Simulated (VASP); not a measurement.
Crystal: Ir.

```
CELL_PARAMETERS angstrom
2.56374 -1.69444 0.00000
2.56374 1.69444 0.00000
0.00000 0.00000 6.91204
ATOMIC_POSITIONS crystal
Ir 0.85000 0.15000 0.11700
Ir 0.65000 0.35000 0.61700
Ir 0.15000 0.85000 0.88300
Ir 0.35000 0.65000 0.38300
```

* Program: VASP 6.6.1
* Task: relaxation of cell and atoms
* Functional: PBE
* Potentials or basis: VASP PAW PBE potentials, release 64 (Ir)
* Cutoff: 600 eV
* k mesh: 6 × 6 × 4
* Occupations: gaussian, width 0.1 eV
* Spin: no spin polarisation

At the start: pressure 81.4 GPa; volume 15.01 Å³/atom.

Question: Where does the relaxation end?

Answer: Over 27 steps the energy falls by 3050.8 meV/atom and the volume is 14.51 Å³/atom (-3.3 %); space group Cmce (No. 64, to 0.1 Å) before, Fm-3m (No. 225, to 0.1 Å).

Step by step:
| step | energy change (eV) | largest force (eV/Å) | pressure (GPa) | volume (Å³) |
| --- | --- | --- | --- | --- |
| 1 | 0.0000 | 16.8967 | 81.36 | 60.05 |
| 2 | -4.5126 | 1.2267 | -10.20 | 141.30 |
| 3 | -4.5152 | 1.3211 | -10.22 | 139.44 |
| 4 | -4.5142 | 1.3703 | -10.26 | 137.58 |
| 5 | -4.5867 | 1.2810 | -11.59 | 114.35 |
| 6 | -5.5058 | 1.8908 | -7.81 | 85.34 |
| 7 | -6.2256 | 4.5375 | 5.15 | 72.22 |
| 8 | -6.1737 | 5.1920 | 22.69 | 66.02 |
| 9 | -6.2383 | 4.9266 | 9.34 | 70.47 |
| 10 | -6.4660 | 0.7788 | -44.54 | 84.77 |
| 11 | -7.8230 | 0.1950 | -31.51 | 77.42 |
| 12 | -11.0331 | 2.0144 | 2.42 | 59.98 |
| 13 | -11.1695 | 1.7495 | -7.49 | 61.96 |
| 14 | -11.6656 | 1.2880 | 11.02 | 57.40 |
| 15 | -11.6662 | 1.2690 | 12.26 | 57.19 |
| 16 | -11.8531 | 1.1457 | -3.13 | 59.25 |
| 17 | -11.8632 | 1.0327 | -0.69 | 58.83 |
| 18 | -11.9653 | 0.8697 | -2.33 | 58.92 |
| 19 | -12.1447 | 0.3313 | -5.82 | 59.14 |
| 20 | -12.1528 | 0.1718 | -6.33 | 59.21 |
| 21 | -12.1785 | 0.2299 | 4.63 | 57.34 |
| 22 | -12.1881 | 0.1629 | 0.70 | 57.96 |
| 23 | -12.2010 | 0.1024 | -0.02 | 58.07 |
| 24 | -12.2027 | 0.0756 | -0.37 | 58.12 |
| 25 | -12.2031 | 0.0491 | 0.33 | 58.01 |
| 26 | -12.2031 | 0.0465 | 0.38 | 58.00 |
| 27 | -12.2034 | 0.0224 | 0.08 | 58.05 |

Final structure:
```xyz
4
Lattice="1.9438 -1.9428 0.0000 1.9438 1.9428 0.0000 0.0000 0.0000 7.6856" Properties=species:S:1:pos:R:3 pbc="T T T"
Ir    1.9438   -0.9691    0.9606
Ir    1.9438   -0.9737    4.8034
Ir    1.9438    0.9691    6.7251
Ir    1.9438    0.9737    2.8822
```

Caveat: the k points lie up to 0.38 Å⁻¹ apart in the final cell, too coarse for converged energies and pressures of a metal.
